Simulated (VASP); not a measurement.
# B3As5 (P-6m2) in VASP: single point with PBE

Aim: the single point of B3As5 with PBE.

All numbers are computed with VASP 6.6.1; they aren't measurements. Logs are shortened: lines on timing, memory, paths and dates and some standing lists are left out, and cuts for length are marked.

## (1) The cell of the first run

The structure is hexagonal, space group P-6m2 (No. 187). Conventional cell: a = 4.354 Å, b = 4.354 Å, c = 7.724 Å, α = 90.00°, β = 90.00°, γ = 120.00°. B (site symmetry -6m2) has 6 As at 2.51 Å within 3.3 Å. Within 2.3 Å of B (site symmetry 3m) lie 1 B at 1.76 Å. As (site symmetry -6m2) has 3 B at 2.51 Å and 5 As at 2.51 to 2.54 Å within 3.3 Å. As (site symmetry -6m2) has 3 As at 2.51 Å and 5 B at 2.51 to 2.98 Å within 3.3 Å. Within 3.5 Å of As (site symmetry -6m2) lie 6 B at 2.66 Å and 6 As at 2.84 Å. As (site symmetry 3m) has 5 As at 2.54 to 2.84 Å and 6 B at 2.55 to 3.34 Å within 3.4 Å.

## (2) Single point, PBE

Input file INCAR:

```
PREC     = Accurate       # precision mode
ENCUT    = 500            # plane-wave cutoff, eV
EDIFF    = 1E-6           # SCF threshold, eV
ISMEAR   = 0              # smearing method
SIGMA    = 0.2            # smearing width, eV
LREAL    = False          # projectors in reciprocal space
LASPH    = True           # aspherical terms in the spheres
NELM     = 120            # most SCF steps
ALGO     = Normal         # electronic algorithm
ISIF     = 2              # what is computed and relaxed
LWAVE    = False          # write WAVECAR
LCHARG   = False          # write CHGCAR
GGA      = PE             # functional
NBANDS   = 27             # bands
GGA_COMPAT= False
```

Input file KPOINTS:

```
regular mesh
0
Gamma
  4 4 2
```

Input file POSCAR:

```
B3As5
1.0
    4.3535876879      0.0000000026      0.0000000000
   -2.1767938461      3.7703175340      0.0000000000
    0.0000000000      0.0000000000      7.7237019627
B As
3 5
Direct
    0.3333333333      0.6666666667      0.0000000000
    0.6666666667      0.3333333333      0.6137998871
    0.6666666667      0.3333333333      0.3862001129
    0.0000000000      0.0000000000      0.0000000000
    0.6666666667      0.3333333333      0.0000000000
    0.3333333333      0.6666666667      0.5000000000
    0.0000000000      0.0000000000      0.3293910330
    0.0000000000      0.0000000000      0.6706089670
```

Potentials or basis: VASP PAW PBE potentials, release 64 (B, As).

On the command line:

```
> cat potpaw_PBE.64/B/POTCAR potpaw_PBE.64/As/POTCAR > POTCAR
> mpirun -np 1 vasp_std > vasp.out
```

OUTCAR:

```text
PREC = Accurate
   ENCUT = 500
   EDIFF = 1E-6
   ISMEAR = 0
   LREAL = False
   LASPH = True
   NELM = 120
   ISIF = 2
   GGA = PE

 ion  position               nearest neighbor table
   1  0.333  0.667  0.000-   4 2.51   5 2.51   5 2.51   4 2.51   4 2.51   5 2.51
   2  0.667  0.333  0.614-   3 1.76
   3  0.667  0.333  0.386-   2 1.76
   4  0.000  0.000  0.000-   1 2.51   5 2.51   1 2.51   5 2.51   5 2.51   1 2.51   7 2.54   8 2.54

   5  0.667  0.333  0.000-   4 2.51   1 2.51   1 2.51   4 2.51   4 2.51   1 2.51
   6  0.333  0.667  0.500-   7 2.84   8 2.84   7 2.84   8 2.84   7 2.84   8 2.84
   7  0.000  0.000  0.329-   4 2.54   8 2.64   6 2.84   6 2.84   6 2.84
   8  0.000  0.000  0.671-   4 2.54   7 2.64   6 2.84   6 2.84   6 2.84

  LATTYP: Found a hexagonal cell.
 ALAT       =     4.3535876879
 C/A-ratio  =     1.7741004699

  Lattice vectors:

 A1 = (   4.3535876879,   0.0000000026,   0.0000000000)
 A2 = (  -2.1767938461,   3.7703175340,   0.0000000000)
 A3 = (   0.0000000000,   0.0000000000,   7.7237019627)

Analysis of symmetry for initial positions (statically):
=====================================================================
 Subroutine PRICEL returns:
 Original cell was already a primitive cell.

 Routine SETGRP: Setting up the symmetry group for a
 hexagonal supercell.

 Subroutine GETGRP returns: Found 12 space group operations
 (whereof 12 operations were pure point group operations)
 out of a pool of 24 trial point group operations.

The static configuration has the point symmetry D_3h.

Analysis of symmetry for dynamics (positions and initial velocities):
=====================================================================
 Subroutine PRICEL returns:
 Original cell was already a primitive cell.

 Routine SETGRP: Setting up the symmetry group for a
 hexagonal supercell.

 Subroutine GETGRP returns: Found 12 space group operations
 (whereof 12 operations were pure point group operations)
 out of a pool of 24 trial point group operations.

The dynamic configuration has the point symmetry D_3h.

 Subroutine INISYM returns: Found 12 space group operations
 (whereof 12 operations are pure point group operations),
 and found     1 'primitive' translations

----------------------------------------------------------------------------------------

                                     Primitive cell

  volume of cell :     126.7800

  direct lattice vectors                    reciprocal lattice vectors
     4.353587688  0.000000003  0.000000000     0.229695615  0.132614825  0.000000000
    -2.176793846  3.770317534  0.000000000    -0.000000000  0.265229650  0.000000000
     0.000000000  0.000000000  7.723701963     0.000000000  0.000000000  0.129471593

  length of vectors
     4.353587688  4.353587688  7.723701963     0.265229650  0.265229650  0.129471593

  position of ions in fractional coordinates (direct lattice)
     0.333333333  0.666666667  0.000000000
     0.666666667  0.333333333  0.613799887
     0.666666667  0.333333333  0.386200113
     0.000000000  0.000000000  0.000000000
     0.666666667  0.333333333  0.000000000
     0.333333333  0.666666667  0.500000000
     0.000000000  0.000000000  0.329391033
     0.000000000  0.000000000  0.670608967

  ion indices of the primitive-cell ions
   primitive index   ion index
                 1           1
                 2           2
                 3           3
                 4           4
                 5           5
                 6           6
                 7           7
                 8           8

----------------------------------------------------------------------------------------

 KPOINTS: regular mesh

Automatic generation of k-mesh.
 Grid dimensions read from file:
 generate k-points for:    4    4    2

 Generating k-lattice:

  Cartesian coordinates                     Fractional coordinates (reciprocal lattice)
     0.057423904  0.033153706  0.000000000     0.250000000  0.000000000  0.000000000
    -0.000000000  0.066307412  0.000000000    -0.000000000  0.250000000  0.000000000
     0.000000000  0.000000000  0.064735797     0.000000000  0.000000000  0.500000000

  Length of vectors
     0.066307412  0.066307412  0.064735797

  Shift w.r.t. Gamma in fractional coordinates (k-lattice)
     0.000000000  0.000000000  0.000000000

 Subroutine IBZKPT returns following result:
 ===========================================

 Found      8 irreducible k-points:

 Following reciprocal coordinates:
            Coordinates               Weight
  0.000000  0.000000  0.000000      1.000000
  0.250000 -0.000000  0.000000      6.000000
  0.500000 -0.000000  0.000000      3.000000
  0.250000  0.250000  0.000000      6.000000
  0.000000  0.000000  0.500000      1.000000
  0.250000 -0.000000  0.500000      6.000000
  0.500000 -0.000000  0.500000      3.000000
  0.250000  0.250000  0.500000      6.000000
   k-points           NKPTS =      8   k-points in BZ     NKDIM =      8   number of bands    NBANDS=     27
   number of dos      NEDOS =    301   number of ions     NIONS =      8
   total plane-waves  NPLWV =  57344
   dimension x,y,z NGX =    32 NGY =   32 NGZ =   56
   dimension x,y,z NGXF=    64 NGYF=   64 NGZF=  112
   ions per type =               3   5
   NGX,Y,Z   is equivalent  to a cutoff of  12.22, 12.22, 12.05 a.u.
   NGXF,Y,Z  is equivalent  to a cutoff of  24.44, 24.44, 24.11 a.u.
 SYSTEM =  unknown system
   PREC   = accura    normal or accurate (medium, high low for compatibility)
   ISTART =      0    job   : 0-new  1-cont  2-samecut
   ICHARG =      2    charge: 1-file 2-atom 10-const
   ISPIN  =      1    spin polarized calculation?
   LNONCOLLINEAR =      F non collinear calculations
   LSORBIT =      F    spin-orbit coupling
   LASPH  =      T    aspherical Exc in radial PAW
   ENCUT  =  500.0 eV  36.75 Ry    6.06 a.u.   7.94  7.94 14.08*2*pi/ulx,y,z
   NELM   =    120;   NELMIN=  2; NELMDL= -5     # of ELM steps
   EDIFF  = 0.1E-05   stopping-criterion for ELM
   LREAL  =      F    real-space projection
   EDIFFG = 0.1E-04   stopping-criterion for IOM
   NSW    =      0    number of steps for IOM
   IBRION =     -1    ionic relax: 0-MD 1-quasi-New 2-CG
   NFREE  =      0    steps in history (QN), initial steepest desc. (CG)
   ISIF   =      2    stress and relaxation
   ISYM   =      2    0-nonsym 1-usesym 2-fastsym
   POTIM  = 0.5000    time-step for ionic-motion
   TEBEG  =    0.0;   TEEND  =   0.0 temperature during run
   PSTRESS=    0.0 pullay stress
   NELECT =      34.0000    total number of electrons
   NUPDOWN=      -1.0000    fix difference up-down
   EMIN   =  10.00;   EMAX   =-10.00  energy-range for DOS
   EFERMI =   0.00;   METHOD = LEGACY
   ISMEAR =     0;   SIGMA  =   0.20  broadening in eV -4-tet -1-fermi 0-gaus
   EFERMI_NEDOS =   21; number of points for ismear=-14 and -15
   IALGO  =     38    algorithm
   IMIX   =      4    mixing-type and parameters
     AMIX     =   0.40;   BMIX     =  1.00
     AMIX_MAG =   1.60;   BMIX_MAG =  1.00
  volume/ion in A,a.u.               =      15.85       106.94
  Fermi-wavevector in a.u.,A,eV,Ry     =   1.055725  1.995031 15.164451  1.114556
  Thomas-Fermi vector in A             =   2.190934
   LORBIT       =      0    0 simple, 1 ext, 2 COOP (PROOUT), +10 PAW based schemes
   GGA     = PE    functional components
   LHFCALC =     F    Hartree Fock is set to
   AEXX    =    0.0000 exact exchange contribution
   IVDW    =     0    specifies the selected vdW correction
   LEPSILON=     F    determine dielectric tensor
   LRPA    =     F    only Hartree local field effects (RPA)
 non-spin polarized calculation
 Gauss-broadening in eV      SIGMA  =   0.20
  energy-cutoff  :      500.00
  volume of cell :      126.78
 maximum number of plane-waves:      3238
 NGX is ok and might be reduce to    32
   NGX = 15   NGY = 15   NGZ = 29

 number of electron      33.9999998 magnetization

 Free energy of the ion-electron system (eV)
  ---------------------------------------------------
  ext. energy  EPLUGINS =         0.00000000
  ---------------------------------------------------
  free energy    TOTEN  =       -34.42640198 eV

  energy without entropy =      -34.36063508  energy(sigma->0) =      -34.39351853

 E-fermi :   5.7694     XC(G=0): -10.5648

 val. band max:        5.5324559072   @ k =   0.2500  -0.0000   0.5000
 cond. band min:       5.7817876718   @ k =   0.2500  -0.0000   0.0000
 fundamental gap:      0.2493317646
 Fermi energy:         5.7694486462

 k-point     1 :       0.0000    0.0000    0.0000
  band No.  band energies     occupation
      1      -9.6576      2.00000
      2      -8.4744      2.00000
      3      -5.7511      2.00000
      4      -2.8781      2.00000
      5      -1.0917      2.00000
      6       0.1939      2.00000
[... 19 lines left out ...]
     26       9.2968      0.00000
     27      11.7037      0.00000

 k-point     2 :       0.2500   -0.0000    0.0000
  band No.  band energies     occupation
      1      -9.1180      2.00000
      2      -7.9026      2.00000
      3      -5.4006      2.00000
      4      -4.3815      2.00000
      5      -3.2589      2.00000
      6      -1.5311      2.00000
[... 19 lines left out ...]
     26      10.3357      0.00000
     27      10.7896      0.00000

 k-point     3 :       0.5000   -0.0000    0.0000
  band No.  band energies     occupation
      1      -8.0838      2.00000
      2      -6.8379      2.00000
      3      -5.8442      2.00000
      4      -5.6933      2.00000
      5      -4.9375      2.00000
      6      -2.2206      2.00000
[... 114 lines left out ...]
      1      -7.7195      2.00000
      2      -7.4010      2.00000
      3      -6.0557      2.00000
      4      -5.9530      2.00000
      5      -3.5964      2.00000
      6      -2.4765      2.00000
[... 19 lines left out ...]
     26       9.8603      0.00000
     27      10.4267      0.00000

 k-point     8 :       0.2500    0.2500    0.5000
  band No.  band energies     occupation
      1      -7.7956      2.00000
      2      -7.5443      2.00000
      3      -5.6510      2.00000
      4      -5.4814      2.00000
      5      -3.6510      2.00000
      6      -3.5339      2.00000
[... 19 lines left out ...]
     26      10.1083      0.00000
     27      10.3241      0.00000

------------------------ aborting loop because EDIFF is reached ----------------------------------------

  FORCE on cell =-STRESS in cart. coord.  units (eV):
  Direction    XX          YY          ZZ          XY          YZ          ZX
  --------------------------------------------------------------------------------------
  -------------------------------------------------------------------------------------
  Total        0.1236969      0.1236969      0.2913475      0.0000000      0.0000000      0.0000000
  in kB        1.5632149      1.5632149      3.6818923      0.0000000      0.0000000      0.0000000
  external PRESSURE =       2.2694407 kB  Pullay stress =       0.0000000 kB

 VOLUME and BASIS-vectors are now :
 -----------------------------------------------------------------------------
  energy-cutoff  :      500.00
  volume of cell :      126.78
      direct lattice vectors                 reciprocal lattice vectors
     4.353587688  0.000000003  0.000000000     0.229695615  0.132614825  0.000000000
    -2.176793846  3.770317534  0.000000000    -0.000000000  0.265229650  0.000000000
     0.000000000  0.000000000  7.723701963     0.000000000  0.000000000  0.129471593

 POSITION                                       TOTAL-FORCE (eV/Angst)
 -----------------------------------------------------------------------------------
     -0.00000      2.51355      0.00000        -0.000000     -0.000000     -0.000000
      2.17679      1.25677      4.74081         0.000000      0.000000      0.056637
      2.17679      1.25677      2.98289         0.000000      0.000000     -0.056637
      0.00000      0.00000      0.00000        -0.000000      0.000000     -0.000000
      2.17679      1.25677      0.00000         0.000000      0.000000     -0.000000
     -0.00000      2.51355      3.86185        -0.000000      0.000000     -0.000000
      0.00000      0.00000      2.54412         0.000000      0.000000     -0.006142
      0.00000      0.00000      5.17958         0.000000      0.000000      0.006142
 -----------------------------------------------------------------------------------
    total drift:                               -0.000000      0.000000     -0.000000

  FREE ENERGIE OF THE ION-ELECTRON SYSTEM (eV)
  ---------------------------------------------------
  free  energy   TOTEN  =       -34.4264019813 eV

  energy  without entropy=      -34.3606350766  energy(sigma->0) =      -34.39351853
```

Wall time 16 s (1 thread of Intel Xeon Platinum 8488C (Sapphire Rapids), shared host); peak memory 0.23 GiB.

What came out:

* Free energy: -34.4264 eV
* Pressure: 0.2 GPa
* Largest force: 0.057 eV/Å
* Band gap on the k mesh: zero (band 17 reaches 7.11 eV, above the bottom of band 18 at 3.04 eV)

Forces on the atoms (eV/Å):
```
B    0.000  0.000  0.000
B    0.000  0.000  0.057
B    0.000  0.000 -0.057
As   0.000  0.000  0.000
As   0.000  0.000  0.000
As   0.000  0.000  0.000
As   0.000  0.000 -0.006
As   0.000  0.000  0.006
```

Caveat: the k points lie up to 0.42 Å⁻¹ apart.
